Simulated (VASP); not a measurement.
# CdF2 (I4/mmm) in VASP: a series of runs

The runs below take CdF2 through single point, with PBE.

Program: VASP 6.6.1. These are calculated values, not measurements. Logs are shortened: lines on timing, memory, paths and dates and some standing lists are left out, and cuts for length are marked.

## (1) The cell of the first run

It takes space group I4/mmm (No. 139, tetragonal). Conventional cell: a = 3.833 Å, b = 3.833 Å, c = 5.004 Å, α = 90.00°, β = 90.00°, γ = 90.00°. Cd (site symmetry 4/mmm) has 8 F at 2.29 Å within 3.0 Å. F (site symmetry -4m2) has 4 Cd at 2.29 Å and 6 F at 2.50 to 2.71 Å within 3.0 Å.

## (2) Single point, PBE (12.25 Å³/atom)

INCAR

```
PREC = Accurate ; ENCUT = 520
EDIFF = 1E-6 ; ISMEAR = 0
SIGMA = 0.05 ; LREAL = False
LASPH = True ; NELM = 80
ALGO = Normal ; ISIF = 2
LWAVE = False ; LCHARG = False
GGA = PE ; NBANDS = 20
```

KPOINTS

```
regular mesh
0
Gamma
  8 8 8
```

POSCAR

```
CdF2
1.0
    0.0000000000      2.7106136721      2.5018964193
    2.7106136721      0.0000000000      2.5018964193
    2.7106136721      2.7106136721      0.0000000000
Cd F
1 2
Direct
    0.0000000000      0.0000000000      0.0000000000
    0.2500000000      0.2500000000      0.2500000000
    0.7500000000      0.7500000000      0.7500000000
```

Potentials or basis: VASP PAW PBE potentials, release 64 (Cd, F).

Launch:

```sh
$ cat potpaw_PBE.64/Cd/POTCAR potpaw_PBE.64/F/POTCAR > POTCAR
$ mpirun -np 1 vasp_std > vasp.out
```

OUTCAR:

```text
PREC = Accurate
   ENCUT = 520
   EDIFF = 1E-6
   ISMEAR = 0
   LREAL = False
   LASPH = True
   NELM = 80
   ISIF = 2
   GGA = PE

 ion  position               nearest neighbor table
   1  0.000  0.000  0.000-   2 2.29   3 2.29   3 2.29   3 2.29   3 2.29   2 2.29   2 2.29   2 2.29

   2  0.250  0.250  0.250-   1 2.29   1 2.29   1 2.29   1 2.29
   3  0.750  0.750  0.750-   1 2.29   1 2.29   1 2.29   1 2.29

  LATTYP: Found a body centered tetragonal cell.
 ALAT       =     3.8333866174
 C/A-ratio  =     1.3053191180

  Lattice vectors:

 A1 = (   0.0000000000,  -2.7106136721,  -2.5018964193)
 A2 = (   0.0000000000,   2.7106136721,  -2.5018964193)
 A3 = (   2.7106136721,   0.0000000000,   2.5018964193)

Analysis of symmetry for initial positions (statically):
=====================================================================
 Subroutine PRICEL returns:
 Original cell was already a primitive cell.

 Routine SETGRP: Setting up the symmetry group for a
 body centered tetragonal supercell.

 Subroutine GETGRP returns: Found 16 space group operations
 (whereof 16 operations were pure point group operations)
 out of a pool of 16 trial point group operations.

The static configuration has the point symmetry D_4h.

Analysis of symmetry for dynamics (positions and initial velocities):
=====================================================================
 Subroutine PRICEL returns:
 Original cell was already a primitive cell.

 Routine SETGRP: Setting up the symmetry group for a
 body centered tetragonal supercell.

 Subroutine GETGRP returns: Found 16 space group operations
 (whereof 16 operations were pure point group operations)
 out of a pool of 16 trial point group operations.

The dynamic configuration has the point symmetry D_4h.

 Subroutine INISYM returns: Found 16 space group operations
 (whereof 16 operations are pure point group operations),
 and found     1 'primitive' translations

----------------------------------------------------------------------------------------

                                     Primitive cell

  volume of cell :      36.7650

  direct lattice vectors                    reciprocal lattice vectors
     0.000000000  2.710613672  2.501896419    -0.184460075  0.184460075  0.199848401
     2.710613672  0.000000000  2.501896419     0.184460075 -0.184460075  0.199848401
     2.710613672  2.710613672  0.000000000     0.184460075  0.184460075 -0.199848401

  length of vectors
     3.688754827  3.688754827  3.833386617     0.328618961  0.328618961  0.328618961

  position of ions in fractional coordinates (direct lattice)
     0.000000000  0.000000000  0.000000000
     0.250000000  0.250000000  0.250000000
     0.750000000  0.750000000  0.750000000

  ion indices of the primitive-cell ions
   primitive index   ion index
                 1           1
                 2           2
                 3           3

----------------------------------------------------------------------------------------

 KPOINTS: regular mesh

Automatic generation of k-mesh.
 Grid dimensions read from file:
 generate k-points for:    8    8    8

 Generating k-lattice:

  Cartesian coordinates                     Fractional coordinates (reciprocal lattice)
    -0.023057509  0.023057509  0.024981050     0.125000000 -0.000000000  0.000000000
     0.023057509 -0.023057509  0.024981050    -0.000000000  0.125000000  0.000000000
     0.023057509  0.023057509 -0.024981050     0.000000000  0.000000000  0.125000000

  Length of vectors
     0.041077370  0.041077370  0.041077370

  Shift w.r.t. Gamma in fractional coordinates (k-lattice)
     0.000000000  0.000000000  0.000000000

 Subroutine IBZKPT returns following result:
 ===========================================

 Found     59 irreducible k-points:

 Following reciprocal coordinates:
            Coordinates               Weight
  0.000000  0.000000  0.000000      1.000000
  0.125000 -0.000000  0.000000      8.000000
  0.250000 -0.000000  0.000000      8.000000
  0.375000 -0.000000  0.000000      8.000000
  0.500000 -0.000000  0.000000      4.000000
  0.125000  0.125000  0.000000      2.000000
[... 16 lines left out ...]
  0.250000 -0.000000  0.125000     16.000000
  0.375000 -0.000000  0.125000     16.000000
 [... further k-points ...]
   k-points           NKPTS =     59   k-points in BZ     NKDIM =     59   number of bands    NBANDS=     20
   number of dos      NEDOS =    301   number of ions     NIONS =      3
   total plane-waves  NPLWV =  23520
   dimension x,y,z NGX =    28 NGY =   28 NGZ =   30
   dimension x,y,z NGXF=    56 NGYF=   56 NGZF=   60
   ions per type =               1   2
   NGX,Y,Z   is equivalent  to a cutoff of  12.62, 12.62, 13.01 a.u.
   NGXF,Y,Z  is equivalent  to a cutoff of  25.24, 25.24, 26.02 a.u.
 SYSTEM =  unknown system
   PREC   = accura    normal or accurate (medium, high low for compatibility)
   ISTART =      0    job   : 0-new  1-cont  2-samecut
   ICHARG =      2    charge: 1-file 2-atom 10-const
   ISPIN  =      1    spin polarized calculation?
   LNONCOLLINEAR =      F non collinear calculations
   LSORBIT =      F    spin-orbit coupling
   LASPH  =      T    aspherical Exc in radial PAW
   ENCUT  =  520.0 eV  38.22 Ry    6.18 a.u.   6.86  6.86  7.13*2*pi/ulx,y,z
   NELM   =     80;   NELMIN=  2; NELMDL= -5     # of ELM steps
   EDIFF  = 0.1E-05   stopping-criterion for ELM
   LREAL  =      F    real-space projection
   EDIFFG = 0.1E-04   stopping-criterion for IOM
   NSW    =      0    number of steps for IOM
   IBRION =     -1    ionic relax: 0-MD 1-quasi-New 2-CG
   NFREE  =      0    steps in history (QN), initial steepest desc. (CG)
   ISIF   =      2    stress and relaxation
   ISYM   =      2    0-nonsym 1-usesym 2-fastsym
   POTIM  = 0.5000    time-step for ionic-motion
   TEBEG  =    0.0;   TEEND  =   0.0 temperature during run
   PSTRESS=    0.0 pullay stress
   NELECT =      26.0000    total number of electrons
   NUPDOWN=      -1.0000    fix difference up-down
   EMIN   =  10.00;   EMAX   =-10.00  energy-range for DOS
   EFERMI =   0.00;   METHOD = LEGACY
   ISMEAR =     0;   SIGMA  =   0.05  broadening in eV -4-tet -1-fermi 0-gaus
   EFERMI_NEDOS =   21; number of points for ismear=-14 and -15
   IALGO  =     38    algorithm
   IMIX   =      4    mixing-type and parameters
     AMIX     =   0.40;   BMIX     =  1.00
     AMIX_MAG =   1.60;   BMIX_MAG =  1.00
  volume/ion in A,a.u.               =      12.25        82.70
  Fermi-wavevector in a.u.,A,eV,Ry     =   1.458549  2.756258 28.944569  2.127366
  Thomas-Fermi vector in A             =   2.575221
   LORBIT       =      0    0 simple, 1 ext, 2 COOP (PROOUT), +10 PAW based schemes
   GGA     = PE    functional components
   LHFCALC =     F    Hartree Fock is set to
   AEXX    =    0.0000 exact exchange contribution
   IVDW    =     0    specifies the selected vdW correction
   LEPSILON=     F    determine dielectric tensor
   LRPA    =     F    only Hartree local field effects (RPA)
 non-spin polarized calculation
 Gauss-broadening in eV      SIGMA  =   0.05
  energy-cutoff  :      520.00
  volume of cell :       36.76
 maximum number of plane-waves:      1026
   NGX = 13   NGY = 13   NGZ = 15

 number of electron      26.0000016 magnetization

 Free energy of the ion-electron system (eV)
  ---------------------------------------------------
  ext. energy  EPLUGINS =         0.00000000
  ---------------------------------------------------
  free energy    TOTEN  =       -10.64665135 eV

  energy without entropy =      -10.64665135  energy(sigma->0) =      -10.64665135

 E-fermi :  -0.3954     XC(G=0): -10.7570

 val. band max:       -0.6776536445   @ k =  -0.1250   0.5000   0.3750
 cond. band min:       2.4104089525   @ k =   0.0000   0.0000   0.0000
 fundamental gap:      3.0880625969
 Fermi energy:        -0.3954298479

 k-point     1 :       0.0000    0.0000    0.0000
  band No.  band energies     occupation
      1     -21.9777      2.00000
      2     -20.6511      2.00000
      3      -6.6500      2.00000
      4      -6.6500      2.00000
      5      -6.6360      2.00000
      6      -5.2108      2.00000
[... 12 lines left out ...]
     19      18.6081      0.00000
     20      20.5722      0.00000

 k-point     2 :       0.1250   -0.0000    0.0000
  band No.  band energies     occupation
      1     -21.9187      2.00000
      2     -20.7055      2.00000
      3      -6.5881      2.00000
      4      -6.5678      2.00000
      5      -6.4557      2.00000
      6      -5.2327      2.00000
[... 12 lines left out ...]
     19      18.4762      0.00000
     20      20.0823      0.00000

 k-point     3 :       0.2500   -0.0000    0.0000
  band No.  band energies     occupation
      1     -21.7584      2.00000
      2     -20.8524      2.00000
      3      -6.4497      2.00000
      4      -6.3918      2.00000
      5      -5.9438      2.00000
      6      -5.2415      2.00000
[... 12 lines left out ...]
     19      19.1437      0.00000
     20      19.5056      0.00000

 k-point     4 :       0.3750   -0.0000    0.0000
  band No.  band energies     occupation
      1     -21.5382      2.00000
      2     -21.0548      2.00000
      3      -6.3441      2.00000
      4      -6.2340      2.00000
      5      -5.2794      2.00000
      6      -5.1959      2.00000
[... 12 lines left out ...]
     19      18.4847      0.00000
     20      18.9348      0.00000

 k-point     5 :       0.5000   -0.0000    0.0000
  band No.  band energies     occupation
      1     -21.3389      2.00000
      2     -21.2454      2.00000
      3      -6.3151      2.00000
      4      -6.1811      2.00000
      5      -5.1629      2.00000
      6      -5.0692      2.00000
[... 12 lines left out ...]
     19      18.2717      0.00000
     20      18.4794      0.00000
[... 353 lines left out ...]
      6      -5.0252      2.00000
[... 12 lines left out ...]
     19      19.9120      0.00000
     20      20.5190      0.00000

 k-point    22 :       0.1250    0.0000    0.1250
  band No.  band energies     occupation
      1     -21.9110      2.00000
      2     -20.7083      2.00000
      3      -6.5512      2.00000
      4      -6.5357      2.00000
      5      -6.4182      2.00000
      6      -5.3098      2.00000
[... 12 lines left out ...]
     19      19.0998      0.00000
     20      20.3972      0.00000

 k-point    23 :       0.2500   -0.0000    0.1250
  band No.  band energies     occupation
      1     -21.7983      2.00000
      2     -20.8071      2.00000
      3      -6.4152      2.00000
      4      -6.3923      2.00000
      5      -6.0270      2.00000
      6      -5.4170      2.00000
[... 12 lines left out ...]
     19      19.7837      0.00000
     20      20.6346      0.00000

 k-point    24 :       0.3750   -0.0000    0.1250
  band No.  band energies     occupation
      1     -21.6133      2.00000
      2     -20.9731      2.00000
      3      -6.2812      2.00000
      4      -6.2294      2.00000
      5      -5.4504      2.00000
      6      -5.3756      2.00000
[... 12 lines left out ...]
     19      19.0848      0.00000
     20      20.5894      0.00000

 [... further k-points ...]

------------------------ aborting loop because EDIFF is reached ----------------------------------------

  FORCE on cell =-STRESS in cart. coord.  units (eV):
  Direction    XX          YY          ZZ          XY          YZ          ZX
  --------------------------------------------------------------------------------------
  -------------------------------------------------------------------------------------
  Total        2.6979882      2.6979882      4.8576966      0.0000000     -0.0000000      0.0000000
  in kB      117.5752895    117.5752895    211.6929518      0.0000000     -0.0000000      0.0000000
  external PRESSURE =     148.9478436 kB  Pullay stress =       0.0000000 kB

 VOLUME and BASIS-vectors are now :
 -----------------------------------------------------------------------------
  energy-cutoff  :      520.00
  volume of cell :       36.76
      direct lattice vectors                 reciprocal lattice vectors
     0.000000000  2.710613672  2.501896419    -0.184460075  0.184460075  0.199848401
     2.710613672  0.000000000  2.501896419     0.184460075 -0.184460075  0.199848401
     2.710613672  2.710613672  0.000000000     0.184460075  0.184460075 -0.199848401

 POSITION                                       TOTAL-FORCE (eV/Angst)
 -----------------------------------------------------------------------------------
      0.00000      0.00000      0.00000         0.000000      0.000000      0.000000
      1.35531      1.35531      1.25095        -0.000000      0.000000      0.000000
      4.06592      4.06592      3.75284         0.000000     -0.000000     -0.000000
 -----------------------------------------------------------------------------------
    total drift:                                0.000000      0.000000      0.000000

  FREE ENERGIE OF THE ION-ELECTRON SYSTEM (eV)
  ---------------------------------------------------
  free  energy   TOTEN  =       -10.6466513464 eV

  energy  without entropy=      -10.6466513464  energy(sigma->0) =      -10.64665135
```

It took 22 s on 1 thread of AMD EPYC 9R45 (Zen 5), shared host; peak memory 0.15 GiB.

What came out:

- Free energy: -10.6467 eV
- Pressure: 14.9 GPa
- Band gap on the k mesh: 3.09 eV (least direct gap 3.57 eV)

Caveat: the cell stands under pressure. A k mesh can miss the band edges.

## (3) Single point, PBE (12.25 Å³/atom)

INCAR

```
ALGO = Normal
EDIFF = 1E-6
ENCUT = 520
GGA = PE
ISIF = 2
ISMEAR = 0
LASPH = True
LCHARG = False
LREAL = False
LWAVE = False
NBANDS = 20
NELM = 60
PREC = Accurate
SIGMA = 0.05
```

KPOINTS

```
k-points
0
Gamma
  8 8 8
```

POSCAR

```
CdF2
1.0
    0.0000000000      2.5695587572      2.7841169134
    2.5695587572      0.0000000000      2.7841169134
    2.5695587572      2.5695587572      0.0000000000
Cd F
1 2
Direct
    0.0000000000      0.0000000000      0.0000000000
    0.2500000000      0.2500000000      0.2500000000
    0.7500000000      0.7500000000      0.7500000000
```

Potentials or basis: VASP PAW PBE potentials, release 64 (Cd, F).

Launch:

```sh
$ cat potpaw_PBE.64/Cd/POTCAR potpaw_PBE.64/F/POTCAR > POTCAR
$ mpirun -np 1 vasp_std > vasp.out
```

Run time: 21 s. Hardware: 1 thread of AMD EPYC 9R45 (Zen 5), shared host; peak memory 0.15 GiB.

Results (log left out):

* Free energy: -10.6490 eV
* Pressure: 14.8 GPa
* Band gap on the k mesh: 3.14 eV (least direct gap 3.50 eV)

Stress tensor (GPa, compression positive):
```
17.78  0.00  0.00
 0.00 17.78  0.00
 0.00  0.00  8.94
```

Levels at points of the mesh, in eV from the valence-band top:
| k point | band 11 | band 12 | band 13 | band 14 | band 15 | band 16 |
| --- | --- | --- | --- | --- | --- | --- |
| (0.00, 0.00, 0.00) | -0.60 | -0.60 | -0.36 | 3.14 | 12.86 | 12.86 |
| (0.50, 0.00, 0.00) | -2.04 | -0.46 | -0.43 | 7.51 | 9.16 | 14.70 |
| (0.50, 0.50, 0.00) | -0.97 | -0.09 | -0.09 | 8.38 | 10.10 | 12.05 |
| (0.50, 0.00, 0.50) | -0.50 | -0.29 | -0.06 | 8.33 | 9.74 | 12.00 |

Caveat: the cell stands under pressure. A k mesh can miss the band edges.
